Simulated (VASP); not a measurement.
A run of VASP 6.6.1 is set up as follows.

INCAR

```
  PREC = Accurate
  ENCUT = 520
  EDIFF = 1E-6
  ISMEAR = 0
  SIGMA = 0.02
  LREAL = False
  LASPH = True
  NELM = 80
  ALGO = Normal
  ISIF = 2
  LWAVE = False
  LCHARG = False
  GGA = PE
  NBANDS = 16
```

File KPOINTS:

```
Automatic mesh
0
Gamma
  8 8 8
```

POSCAR

```
AgCl
1.0
    0.0000000000      2.7486150588      2.7486150588
    2.7486150588      0.0000000000      2.7486150588
    2.7486150588      2.7486150588      0.0000000000
Ag Cl
1 1
Direct
    0.0000000000      0.0000000000      0.0000000000
    0.5000000000      0.5000000000      0.5000000000
```

Potentials or basis: VASP PAW PBE potentials, release 64 (Ag, Cl).

Run with:

```bash
$ cat potpaw_PBE.64/Ag/POTCAR potpaw_PBE.64/Cl/POTCAR > POTCAR
$ mpirun -np 1 vasp_std > vasp.out
```

Q: Estimate the band gap on the k mesh.

A: 0.90 eV, indirect (least direct gap 3.27 eV).

Q: What does it give for the pressure?

A: 2.9 GPa.

 A k mesh can miss the band edges.
